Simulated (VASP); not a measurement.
# Co (Im-3m) in VASP: further runs, part 2 of 2

VASP 6.6.1.

**3. Single point, PBEsol**

This run uses another cell than the first one: it holds 1 atom, not 2.

The input, INCAR:

```
SYSTEM = Co
PREC     = Accurate       ! precision mode
ENCUT    = 600            ! plane-wave cutoff, eV
EDIFF    = 1E-6           ! SCF threshold, eV
ISMEAR   = -1             ! smearing method
SIGMA    = 0.1            ! smearing width, eV
LREAL    = .False.        ! projectors in reciprocal space
LASPH    = .True.         ! aspherical terms in the spheres
NELM     = 120            ! most SCF steps
ALGO     = Normal         ! electronic algorithm
ISIF     = 2              ! what is computed and relaxed
LWAVE    = .False.        ! write WAVECAR
LCHARG   = .True.         ! write CHGCAR
GGA      = PS             ! functional
LELF     = .True.         ! ELF
LVHAR    = .True.       
NBANDS   = 14             ! bands
GGA_COMPAT= .False.
```

The input, KPOINTS:

```
Automatic mesh
0
Gamma
  16 16 16
  0 0 0
```

The input, POSCAR:

```
Co
1.0
   -1.3632266510      1.3632266510      1.3632266510
    1.3632266510     -1.3632266510      1.3632266510
    1.3632266510      1.3632266510     -1.3632266510
Co
1
Direct
    0.0000000000      0.0000000000      0.0000000000
```

Potentials or basis: VASP PAW PBE potentials, release 64 (Co_sv).

Command:

```sh
$ cat potpaw_PBE.64/Co_sv/POTCAR > POTCAR
$ mpirun -np 1 vasp_std > vasp.out
```

OUTCAR:

```text
SYSTEM = Co
   PREC = Accurate
   ENCUT = 600
   EDIFF = 1E-6
   ISMEAR = -1
   LREAL = .False.
   LASPH = .True.
   NELM = 120
   ISIF = 2
   GGA = PS

 ion  position               nearest neighbor table
   1  0.000  0.000  0.000-

  LATTYP: Found a body centered cubic cell.
 ALAT       =     2.7264533020

  Lattice vectors:

 A1 = (  -1.3632266510,   1.3632266510,   1.3632266510)
 A2 = (   1.3632266510,  -1.3632266510,   1.3632266510)
 A3 = (   1.3632266510,   1.3632266510,  -1.3632266510)

Analysis of symmetry for initial positions (statically):
=====================================================================
 Subroutine PRICEL returns:
 Original cell was already a primitive cell.

 Routine SETGRP: Setting up the symmetry group for a
 body centered cubic supercell.

 Subroutine GETGRP returns: Found 48 space group operations
 (whereof 48 operations were pure point group operations)
 out of a pool of 48 trial point group operations.

The static configuration has the point symmetry O_h .

Analysis of symmetry for dynamics (positions and initial velocities):
[... 166 lines left out ...]
      2     -45.0472      2.00000
      3     -45.0472      2.00000
      4     -45.0472      2.00000
      5       3.5287      2.00000
      6      10.8655      2.00000
      7      10.8655      2.00000
      8      10.8655      2.00000
      9      12.5344      1.89980
     10      12.5344      1.89980
     11      39.0767      0.00000
     12      39.0767      0.00000
     13      39.0767      0.00000
     14      44.9587      0.00000
[... 377 lines left out ...]
      1     -81.8178      2.00000
      2     -45.3872      2.00000
      3     -45.1886      2.00000
      4     -45.0843      2.00000
      5       8.1498      2.00000
      6       9.8614      2.00000
      7      10.2795      2.00000
      8      12.2598      1.99325
      9      12.8294      0.99587
     10      14.3131      0.00000
     11      25.8518      0.00000
     12      28.0443      0.00000
     13      34.4438      0.00000
     14      40.2952      0.00000

 [... further k-points ...]

------------------------ aborting loop because EDIFF is reached ----------------------------------------

  FORCE on cell =-STRESS in cart. coord.  units (eV):
  Direction    XX          YY          ZZ          XY          YZ          ZX
  --------------------------------------------------------------------------------------
  -------------------------------------------------------------------------------------
  Total       -0.2369032     -0.2369032     -0.2369032      0.0000000      0.0000000      0.0000000
  in kB      -37.4556533    -37.4556533    -37.4556533      0.0000000      0.0000000      0.0000000
  external PRESSURE =     -37.4556533 kB  Pullay stress =       0.0000000 kB

 VOLUME and BASIS-vectors are now :
 -----------------------------------------------------------------------------
  energy-cutoff  :      600.00
  volume of cell :       10.13
      direct lattice vectors                 reciprocal lattice vectors
    -1.363226651  1.363226651  1.363226651     0.000000000  0.366776867  0.366776867
     1.363226651 -1.363226651  1.363226651     0.366776867  0.000000000  0.366776867
     1.363226651  1.363226651 -1.363226651     0.366776867  0.366776867  0.000000000

 POSITION                                       TOTAL-FORCE (eV/Angst)
 -----------------------------------------------------------------------------------
      0.00000      0.00000      0.00000         0.000000     -0.000000      0.000000
 -----------------------------------------------------------------------------------
    total drift:                                0.000000     -0.000000      0.000000

  FREE ENERGIE OF THE ION-ELECTRON SYSTEM (eV)
  ---------------------------------------------------
  free  energy   TOTEN  =        -7.4547742156 eV

  energy  without entropy=       -7.3471617374  energy(sigma->0) =       -7.40096798
```

Wall time 11 s (1 thread of Intel Xeon 6975P-C (Granite Rapids), shared host); peak memory 0.13 GiB.

Results:

```yaml
Free_energy: -7.4548 eV
Pressure: -3.7 GPa
```

Caveat: the PAW data sets were made with another functional, which shifts forces and pressure a little; the run has no spin polarisation, though such a crystal can be magnetic. Spin polarisation is off, so any magnetic state and its effect on volume and gap are missing.

**4. Single point, PBEsol (volume scaled by 0.96)**

The input, INCAR:

```
ALGO = Normal
EDIFF = 1E-6
ENCUT = 600
GGA = PS
GGA_COMPAT = F
ISIF = 2
ISMEAR = -1
LASPH = T
LCHARG = F
LREAL = F
LWAVE = F
NBANDS = 14
NELM = 120
PREC = Accurate
SIGMA = 0.1
```

The input, KPOINTS:

```
k-points
0
Gamma
  26 26 26
```

The input, POSCAR:

```
Co
1.0
   -1.3448024107      1.3448024107      1.3448024107
    1.3448024107     -1.3448024107      1.3448024107
    1.3448024107      1.3448024107     -1.3448024107
Co
1
Direct
    0.0000000000      0.0000000000      0.0000000000
```

Command:

```sh
$ cat potpaw_PBE.64/Co_sv/POTCAR > POTCAR
$ mpirun -np 1 vasp_std > vasp.out
```

It took 66 s on 1 thread of Intel Xeon Platinum 8488C (Sapphire Rapids), shared host; peak memory 0.19 GiB.

It converged, with:

| Property | Result |
| --- | --- |
| Free energy | -7.4407 eV |
| Pressure | 8.0 GPa |

Levels at points of the mesh, in eV from the Fermi level:
```tsv
k point	band 5	band 6	band 7	band 8	band 9	band 10	band 11	band 12	band 13	band 14
(0.00, 0.00, 0.00)	-9.57	-2.08	-2.08	-2.08	-0.32	-0.32	26.64	26.64	26.64	32.84
(0.50, 0.00, 0.00)	-5.22	-3.37	-0.36	-0.08	0.24	1.02	8.43	19.69	22.16	25.63
(0.50, 0.50, 0.50)	-4.90	-4.90	0.71	0.71	0.71	10.74	10.74	10.74	17.27	17.27
```

Caveat: the PAW data sets were made with another functional, which shifts forces and pressure a little; the run has no spin polarisation, though such a crystal can be magnetic. Spin polarisation is off, so any magnetic state and its effect on volume and gap are missing.

**5. Summary**

```csv
task,potentials or basis,spin,cell,k mesh,smearing,second run,gap on the mesh (eV),pressure (GPa)
relaxation of cell and atoms,"VASP PAW PBE potentials, release 64 (Co)","collinear, antiferromagnetic start","relaxed from a = 2.808 Å, 2 atoms",11 × 11 × 11,fermi-dirac 0.05 eV,-,none,0.0
single point,"VASP PAW PBE potentials, release 64 (Co_sv)",off,"a = 2.361 Å, angles 109.5°, 1 atom",16 × 16 × 16,fermi-dirac 0.1 eV,valence_matched,none,-3.7
single point,"VASP PAW PBE potentials, release 64 (Co_sv)",off,"a = 2.329 Å, angles 109.5°, 1 atom",26 × 26 × 26,fermi-dirac 0.1 eV,valence_matched,none,8.0
```

Alike in all rows: level PBEsol; cutoff (eV) 600.

Caveats: the PAW data sets were made with another functional, which shifts forces and pressure a little.

Total energies depend on the potentials used, so only differences within one code and one set of settings carry meaning.
